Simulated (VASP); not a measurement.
# LiF (Fm-3m) in VASP: further runs

The runs below take LiF through G0W0 quasiparticle levels, with PBE, r2SCAN.

All numbers are computed with VASP 6.6.1; they aren't measurements. Logs are shortened: lines on timing, memory, paths and dates and some standing lists are left out, and cuts for length are marked.

## Step 1: The cell of the first run

Symmetry: Fm-3m, No. 225, cubic system. Conventional cell: a = 3.990 Å, b = 3.990 Å, c = 3.990 Å, α = 90.00°, β = 90.00°, γ = 90.00°. Within 2.6 Å of Li (site symmetry m-3m) lie 6 F at 1.99 Å. F (site symmetry m-3m) has 6 Li at 1.99 Å within 2.6 Å.

## Step 2: G0W0 quasiparticle levels, PBE

File POSCAR:

```
LiF
1.0
    0.0000000000      1.9948691814      1.9948691814
    1.9948691814      0.0000000000      1.9948691814
    1.9948691814      1.9948691814      0.0000000000
Li F
1 1
Direct
    0.0000000000      0.0000000000      0.0000000000
    0.5000000000      0.5000000000      0.5000000000
```

File INCAR.step1:

```
SYSTEM = LiF
ALGO = Normal
EDIFF = 1E-8
ENCUT = 500
GGA = PE
ISMEAR = 0
LASPH = .TRUE.
LCHARG = .FALSE.
LREAL = .FALSE.
LWAVE = .TRUE.
NELM = 80
PREC = Accurate
SIGMA = 0.01
```

File INCAR.step2:

```
SYSTEM = LiF
ALGO = Exact
EDIFF = 1E-8
ENCUT = 500
GGA = PE
ISMEAR = 0
ISTART = 1
LASPH = .TRUE.
LCHARG = .FALSE.
LOPTICS = .TRUE.
LREAL = .FALSE.
LWAVE = .TRUE.
NBANDS = 34
NELM = 1
PREC = Accurate
SIGMA = 0.01
```

File INCAR.step3:

```
SYSTEM = LiF
ALGO = EVGW0
EDIFF = 1E-8
ENCUT = 500
ENCUTGW = 80.0
GGA = PE
ISMEAR = 0
ISTART = 1
LASPH = .TRUE.
LCHARG = .FALSE.
LREAL = .FALSE.
LWAVE = .FALSE.
NBANDS = 34
NBANDSGW = 12
NELMGW = 1
NOMEGA = 96
OMEGAMAX = 30
PREC = Accurate
PRECFOCK = Fast
SIGMA = 0.01
```

File KPOINTS:

```
k-points
0
G
  8 8 8
  0 0 0
```

Potentials or basis: VASP PAW PBE potentials, release 64 (Li_GW, F_GW).

Launch:

```bash
> cat potpaw_PBE.64/Li_GW/POTCAR potpaw_PBE.64/F_GW/POTCAR > POTCAR
> cp INCAR.step1 INCAR
> mpirun -np 1 vasp_std > vasp.out
> cp INCAR.step2 INCAR
> mpirun -np 1 vasp_std > vasp.out
> cp INCAR.step3 INCAR
> mpirun -np 1 vasp_std > vasp.out
```

OUTCAR:

```text
SYSTEM = LiF
   EDIFF = 1E-8
   ENCUT = 500
   ENCUTGW = 80.0
   GGA = PE
   ISMEAR = 0
   ISTART = 1
   LASPH = .TRUE.
   LREAL = .FALSE.
   NELMGW = 1
   PREC = Accurate
   PRECFOCK = Fast

 ion  position               nearest neighbor table
   1  0.000  0.000  0.000-   2 1.99   2 1.99   2 1.99   2 1.99   2 1.99   2 1.99
   2  0.500  0.500  0.500-   1 1.99   1 1.99   1 1.99   1 1.99   1 1.99   1 1.99

  LATTYP: Found a face centered cubic cell.
 ALAT       =     3.9897383628

  Lattice vectors:

 A1 = (   0.0000000000,   1.9948691814,   1.9948691814)
 A2 = (   1.9948691814,   0.0000000000,   1.9948691814)
 A3 = (   1.9948691814,   1.9948691814,   0.0000000000)

Analysis of symmetry for initial positions (statically):
=====================================================================
 Subroutine PRICEL returns:
 Original cell was already a primitive cell.

 Routine SETGRP: Setting up the symmetry group for a
 face centered cubic supercell.

 Subroutine GETGRP returns: Found 48 space group operations
 (whereof 48 operations were pure point group operations)
 out of a pool of 48 trial point group operations.

The static configuration has the point symmetry O_h .

Analysis of symmetry for dynamics (positions and initial velocities):
=====================================================================
 Subroutine PRICEL returns:
 Original cell was already a primitive cell.

 Routine SETGRP: Setting up the symmetry group for a
 face centered cubic supercell.

 Subroutine GETGRP returns: Found 48 space group operations
 (whereof 48 operations were pure point group operations)
 out of a pool of 48 trial point group operations.

The dynamic configuration has the point symmetry O_h .

 Subroutine INISYM returns: Found 48 space group operations
 (whereof 48 operations are pure point group operations),
 and found     1 'primitive' translations

----------------------------------------------------------------------------------------

                                     Primitive cell

  volume of cell :      15.8772

  direct lattice vectors                    reciprocal lattice vectors
     0.000000000  1.994869181  1.994869181    -0.250643002  0.250643002  0.250643002
     1.994869181  0.000000000  1.994869181     0.250643002 -0.250643002  0.250643002
     1.994869181  1.994869181  0.000000000     0.250643002  0.250643002 -0.250643002

  length of vectors
     2.821171051  2.821171051  2.821171051     0.434126414  0.434126414  0.434126414

  position of ions in fractional coordinates (direct lattice)
     0.000000000  0.000000000  0.000000000
     0.500000000  0.500000000  0.500000000

  ion indices of the primitive-cell ions
   primitive index   ion index
                 1           1
                 2           2

----------------------------------------------------------------------------------------

 KPOINTS: k-points

Automatic generation of k-mesh.
 Grid dimensions read from file:
 generate k-points for:    8    8    8

 Generating k-lattice:

  Cartesian coordinates                     Fractional coordinates (reciprocal lattice)
    -0.031330375  0.031330375  0.031330375     0.125000000  0.000000000  0.000000000
     0.031330375 -0.031330375  0.031330375     0.000000000  0.125000000  0.000000000
     0.031330375  0.031330375 -0.031330375     0.000000000  0.000000000  0.125000000

  Length of vectors
     0.054265802  0.054265802  0.054265802

  Shift w.r.t. Gamma in fractional coordinates (k-lattice)
     0.000000000  0.000000000  0.000000000

 Subroutine IBZKPT returns following result:
 ===========================================

 Found     29 irreducible k-points:

 Following reciprocal coordinates:
            Coordinates               Weight
  0.000000  0.000000  0.000000      1.000000
  0.125000  0.000000  0.000000      8.000000
  0.250000  0.000000  0.000000      8.000000
  0.375000  0.000000  0.000000      8.000000
  0.500000  0.000000  0.000000      4.000000
  0.125000  0.125000  0.000000      6.000000
[... 16 lines left out ...]
  0.500000  0.250000  0.125000     48.000000
 -0.375000  0.250000  0.125000     24.000000
 [... further k-points ...]
   k-points           NKPTS =     29   k-points in BZ     NKDIM =    512   number of bands    NBANDS=     34
   number of dos      NEDOS =    301   number of ions     NIONS =      2
   total plane-waves  NPLWV =  13824
   dimension x,y,z NGX =    24 NGY =   24 NGZ =   24
   dimension x,y,z NGXF=    48 NGYF=   48 NGZF=   48
   ions per type =               1   1
   NGX,Y,Z   is equivalent  to a cutoff of  14.14, 14.14, 14.14 a.u.
   NGXF,Y,Z  is equivalent  to a cutoff of  28.29, 28.29, 28.29 a.u.
 SYSTEM =  LiF
   PREC   = accura    normal or accurate (medium, high low for compatibility)
   ISTART =      1    job   : 0-new  1-cont  2-samecut
   ICHARG =      0    charge: 1-file 2-atom 10-const
   ISPIN  =      1    spin polarized calculation?
   LNONCOLLINEAR =      F non collinear calculations
   LSORBIT =      F    spin-orbit coupling
   LASPH  =      T    aspherical Exc in radial PAW
   ENCUT  =  500.0 eV  36.75 Ry    6.06 a.u.   5.14  5.14  5.14*2*pi/ulx,y,z
   NELM   =     60;   NELMIN=  2; NELMDL=  0     # of ELM steps
   EDIFF  = 0.1E-07   stopping-criterion for ELM
   LREAL  =      F    real-space projection
   EDIFFG = 0.1E-06   stopping-criterion for IOM
   NSW    =      0    number of steps for IOM
   IBRION =     -1    ionic relax: 0-MD 1-quasi-New 2-CG
   NFREE  =      0    steps in history (QN), initial steepest desc. (CG)
   ISIF   =      0    stress and relaxation
   ISYM   =      3    0-nonsym 1-usesym 2-fastsym
   POTIM  = 0.5000    time-step for ionic-motion
   TEBEG  =    0.0;   TEEND  =   0.0 temperature during run
   PSTRESS=    0.0 pullay stress
   NELECT =       8.0000    total number of electrons
   NUPDOWN=      -1.0000    fix difference up-down
   EMIN   =  10.00;   EMAX   =-10.00  energy-range for DOS
   EFERMI =   0.00;   METHOD = LEGACY
   ISMEAR =     0;   SIGMA  =   0.01  broadening in eV -4-tet -1-fermi 0-gaus
   EFERMI_NEDOS =   21; number of points for ismear=-14 and -15
   IALGO  =     38    algorithm
   IMIX   =      4    mixing-type and parameters
     AMIX     =   0.40;   BMIX     =  1.00
     AMIX_MAG =   1.60;   BMIX_MAG =  1.00
  volume/ion in A,a.u.               =       7.94        53.57
  Fermi-wavevector in a.u.,A,eV,Ry     =   1.302708  2.461761 23.089741  1.697048
  Thomas-Fermi vector in A             =   2.433758
   LORBIT       =      0    0 simple, 1 ext, 2 COOP (PROOUT), +10 PAW based schemes
   GGA     = PE    functional components
   LHFCALC =     T    Hartree Fock is set to
   PRECFOCK=fast      Normal, Fast or Accurate (Low or Medium for compatibility)
   ENCUT4O =  -1.0   cutoff for four orbital integrals eV
   NKREDX  =     1    reduce k-point grid by
   NKREDY  =     1    reduce k-point grid by
   NKREDZ  =     1    reduce k-point grid by
   AEXX    =    1.0000 exact exchange contribution
   HFSCREEN=    0.0000 screening length (either q_TF or 0.3 A-1)
   HFSCREENC=   0.0000 screening length for correlation (either q_TF or 0.3 A-1)
   ENCUTFOCK=  -1.0 apply spherical cutoff to Coloumb kernel
   IVDW    =     0    specifies the selected vdW correction
   LEPSILON=     F    determine dielectric tensor
   LRPA    =     F    only Hartree local field effects (RPA)
   LRPAFORCE           =     F    calculate RPA forces
   ENCUTGW             =  80.0    cutoff for response function in eV
   ENCUTGWSOFT         =  64.0    soft cutoff for Coulomb kernel in GW response function in eV
   ENCUTLF             =  -1.0    cutoff for local field effects
   NELMGW              =     1    number of iterations in solving QP/BSE equation
   NELMHF              =     1    number of iterations in the inner HF iteration
   NKREDLFX            =     1    NKREDLFY  =   1   NKREDLFZ  =   1
 non-spin polarized calculation
 Gauss-broadening in eV      SIGMA  =   0.01
  energy-cutoff  :      500.00
  volume of cell :       15.88
 maximum number of plane-waves:       415
 NGX is ok and might be reduce to    24
  NGX = 14; NGY = 14; NGZ = 14
   NGX = 11   NGY = 11   NGZ = 11
 maximum number of plane-waves:        29
 NGX is ok and might be reduce to    10

 QP shifts <psi_nk| G(iteration)W_0 |psi_nk>: iteration 1
 for sc-GW calculations column KS-energies equals QP-energies in previous step
 and V_xc(KS)=  KS-energies - (<T + V_ion + V_H > + <T+V_H+V_ion>^1  + <V_x>^1)

 k-point   1 :       0.0000    0.0000    0.0000
  band No.  KS-energies  QP-energies   sigma(KS)   V_xc(KS)     V^pw_x(r,r')   Z            occupation Imag(sigma)

      1     -23.2013     -27.8454     -28.2916     -22.2939     -36.5066       0.7743       2.0000       1.0059
      2      -3.0932      -5.7178     -26.1232     -22.9322     -30.7296       0.8225       2.0000       0.0742
      3      -3.0932      -5.7178     -26.1232     -22.9322     -30.7296       0.8225       2.0000       0.0742
      4      -3.0932      -5.7178     -26.1232     -22.9322     -30.7296       0.8225       2.0000       0.0742
      5       6.2174       7.8731      -8.6447     -10.5129      -5.5317       0.8863       0.0000      -0.0453
      6      21.2304      23.8712      -5.4299      -8.5004      -1.5853       0.8601       0.0000      -0.1264
      7      21.2304      23.8712      -5.4299      -8.5004      -1.5853       0.8601       0.0000      -0.1264
      8      21.2304      23.8712      -5.4299      -8.5004      -1.5853       0.8601       0.0000      -0.1264
      9      21.5199      23.4110      -6.3101      -8.4852      -2.6632       0.8694       0.0000      -0.1336
     10      21.5199      23.4110      -6.3101      -8.4852      -2.6632       0.8694       0.0000      -0.1336
     11      21.5199      23.4110      -6.3101      -8.4852      -2.6632       0.8694       0.0000      -0.1336
     12      24.7228      25.7047      -5.5385      -6.7085      -1.0961       0.8392       0.0000      -0.5383

 k-point   2 :       0.1250    0.0000    0.0000
  band No.  KS-energies  QP-energies   sigma(KS)   V_xc(KS)     V^pw_x(r,r')   Z            occupation Imag(sigma)

      1     -23.1289     -27.7037     -28.3660     -22.3761     -36.5770       0.7637       2.0000       0.9872
      2      -3.5391      -6.2700     -25.4373     -22.1115     -29.9689       0.8211       2.0000       0.0755
      3      -3.1298      -5.7652     -26.0896     -22.8847     -30.6946       0.8223       2.0000       0.0742
      4      -3.1298      -5.7652     -26.0896     -22.8847     -30.6946       0.8223       2.0000       0.0742
      5       6.6578       8.4036      -8.9643     -10.9388      -5.8953       0.8842       0.0000      -0.0453
      6      17.7683      19.8383      -6.4421      -8.8384      -2.8498       0.8638       0.0000      -0.0847
      7      19.5403      21.9516      -5.7419      -8.5235      -2.0894       0.8669       0.0000      -0.0950
      8      19.5403      21.9516      -5.7419      -8.5235      -2.0894       0.8669       0.0000      -0.0950
      9      22.9154      24.9535      -6.0254      -8.3924      -2.2700       0.8611       0.0000      -0.1560
     10      22.9154      24.9535      -6.0254      -8.3924      -2.2700       0.8611       0.0000      -0.1560
     11      22.9282      24.9585      -5.4302      -7.8237      -1.4105       0.8482       0.0000      -0.2094
     12      28.5925      30.2621      -5.6609      -7.4931      -1.4498       0.9112       0.0000      -0.7180
[... 324 lines left out ...]
      1     -22.6398     -27.0898     -28.9622     -23.0088     -37.1375       0.7475       2.0000       0.8768
      2      -5.3081      -8.3863     -23.3727     -19.6009     -27.7971       0.8161       2.0000       0.0885
      3      -4.2630      -7.1255     -24.5378     -21.0406     -29.0205       0.8185       2.0000       0.0800
      4      -3.5327      -6.2644     -25.6497     -22.3209     -30.2297       0.8206       2.0000       0.0757
      5       9.4123      11.5320      -9.0203     -11.4331      -5.9523       0.8785       0.0000      -0.0510
      6      13.1045      15.3922      -8.7699     -11.4043      -5.5292       0.8684       0.0000      -0.0618
      7      16.2376      18.5977      -5.9958      -8.6853      -2.5718       0.8775       0.0000      -0.0616
      8      16.7113      19.1740      -7.1907     -10.0400      -3.6739       0.8643       0.0000      -0.0722
      9      23.0088      25.0289      -6.1701      -8.5466      -2.2208       0.8501       0.0000      -0.2053
     10      27.7528      29.8819      -7.0032      -9.4237      -2.6758       0.8796       0.0000      -0.6301
     11      30.4910      32.7930      -5.9871      -8.4697      -1.8102       0.9272       0.0000      -0.7118
     12      34.0876      37.2937      -7.9591     -11.4945      -3.6564       0.9069       0.0000      -0.9587

 k-point  24 :      -0.3750    0.2500    0.1250
  band No.  KS-energies  QP-energies   sigma(KS)   V_xc(KS)     V^pw_x(r,r')   Z            occupation Imag(sigma)

      1     -22.5706     -27.0036     -29.0564     -23.1077     -37.2273       0.7452       2.0000       0.8635
      2      -5.5277      -8.6485     -23.1616     -19.3316     -27.5942       0.8148       2.0000       0.0907
      3      -4.3865      -7.2660     -24.3480     -20.8297     -28.8052       0.8184       2.0000       0.0807
      4      -3.6070      -6.3532     -25.5817     -22.2323     -30.1617       0.8199       2.0000       0.0761
      5       9.6125      11.6735      -8.3716     -10.7097      -5.2836       0.8815       0.0000      -0.0503
      6      12.9015      15.3680      -9.7517     -12.6090      -6.5411       0.8632       0.0000      -0.0635
      7      16.1195      18.5782      -6.3400      -9.1501      -2.8956       0.8749       0.0000      -0.0641
      8      16.3809      18.7516      -7.0725      -9.8012      -3.6090       0.8688       0.0000      -0.0672
      9      24.9697      26.9238      -6.6348      -8.9166      -2.4990       0.8564       0.0000      -0.3833
     10      26.0921      28.0414      -6.1540      -8.4533      -1.9597       0.8478       0.0000      -0.3730
     11      31.7664      34.2531      -6.6409      -9.3669      -2.3092       0.9122       0.0000      -0.9093
     12      33.9428      37.2335      -7.6909     -11.2909      -3.4584       0.9141       0.0000      -0.9185

 [... further k-points ...]
```

Wall time 12 min (1 thread of Intel Xeon 8259CL, shared host); peak memory 0.38 GiB.

Results:

```
Quasiparticle gap                                   : 13.59 eV
Least direct quasiparticle gap                      : 13.59 eV
Band gap of the starting levels on the mesh         : 9.31 eV
Least direct gap of the starting levels on the mesh : 9.31 eV
```

Caveat: bands, screening cutoff and mesh are small and nothing is extrapolated, so the quasiparticle values aren't converged.

[end of part 1 of 2]
